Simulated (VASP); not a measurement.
Here is a VASP 6.6.1 calculation.

File INCAR:

```
SYSTEM = Nb
ALGO = Normal
EDIFF = 1E-6
ENCUT = 500
GGA = PS
GGA_COMPAT = .False.
ISIF = 2
ISMEAR = 1
LASPH = .True.
LCHARG = .False.
LREAL = .False.
LWAVE = .False.
NBANDS = 12
NELM = 120
PREC = Accurate
SIGMA = 0.023
```

Contents of KPOINTS:

```
k-points
0
Gamma
  10 10 10
  0 0 0
```

Contents of POSCAR:

```
Nb
1.0
   -1.6588161896      1.6588161896      1.6588161896
    1.6588161896     -1.6588161896      1.6588161896
    1.6588161896      1.6588161896     -1.6588161896
Nb
1
Direct
    0.0000000000      0.0000000000      0.0000000000
```

Potentials or basis: VASP PAW PBE potentials, release 64 (Nb_sv).

The run is started by

```console
$ cat potpaw_PBE.64/Nb_sv/POTCAR > POTCAR
$ mpirun -np 1 vasp_std > vasp.out
```

Problem. Predict the pressure.

Solution. -7.1 GPa.

Caveat: the PAW data sets were made with another functional, which shifts forces and pressure a little.
